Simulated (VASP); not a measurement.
## SiTe3: relaxation of cell and atoms with PBE

Crystal: SiTe3.

```
CELL_PARAMETERS angstrom
5.26349 0.00000 0.00000
0.00000 5.26349 0.00000
0.00000 0.00000 5.26349
ATOMIC_POSITIONS crystal
Si 0.00000 0.00000 0.00000
Te 0.50000 0.00000 0.50000
Te 0.00000 0.50000 0.50000
Te 0.50000 0.50000 0.00000
```

* Program: VASP 6.6.1
* Task: relaxation of cell and atoms
* Functional: PBE
* Potentials or basis: VASP PAW PBE potentials, release 64 (Si, Te)
* Cutoff: 600 eV
* k mesh: 4 × 4 × 4
* Occupations: gaussian, width 0.1 eV
* Spin: no spin polarisation
* Dipole correction: no
* Further INCAR settings: ALGO = Normal; EDIFF = 1e-06; IBRION = 2; EDIFFG = -0.04; NSW = 90; ISIF = 3

```yaml
Relaxed_volume: 26.11 Å³/atom
Relaxed_cell: a = 4.709 Å, b = 4.709 Å, c = 4.709 Å, α = 90.00°, β = 90.00°, γ = 90.00°
Space_group_after_relaxing_to_0.05_Å: Pm-3m (No. 221)
Energy_gained_by_relaxing: 360.9 meV/atom
Ionic_steps: 3
Pressure_after_relaxing: -0.2 GPa
Band_gap_on_the_k_mesh: zero (band 11 reaches 9.99 eV, above the bottom of band 12 at 7.28 eV)
```

The path:
```
step  energy change (eV)  largest force (eV/Å)  pressure (GPa)  volume (Å³)
   1              0.0000                0.0000           -8.01       145.82
   2             -1.3831                0.0000           -2.82       110.64
   3             -1.4436                0.0000           -0.17       104.43
```

Final structure:
```
Si Te
1.0
     4.70911    0.00000    0.00000
     0.00000    4.70911    0.00000
     0.00000    0.00000    4.70911
Si Te
1 3
Cartesian
  0.0000 0.0000 0.0000
  2.3546 0.0000 2.3546
  0.0000 2.3546 2.3546
  2.3546 2.3546 0.0000
```

Levels at points of the mesh, in eV from the Fermi level:
```
           k point  band 9  band 10  band 11  band 12  band 13  band 14
(0.00, 0.00, 0.00)   -0.76    -0.76     0.06     0.06     0.06     4.06
(0.50, 0.00, 0.00)   -2.28    -2.02    -0.32     0.32     0.72     0.72
(0.50, 0.50, 0.00)   -2.53    -2.38    -2.38    -0.62     1.73     1.87
(0.50, 0.50, 0.50)    1.90     1.90     2.10     2.10     2.10     3.31
```

Run time: 57 s on 1 thread of AMD EPYC 7R43 64-Core Processor (Zen 3) (shared host), peak memory 0.24 GiB.

Caveat: the volume moved by over 15 % at a fixed basis, so the end points are rough; spin-orbit coupling is left out, which moves the levels of the heavy elements.
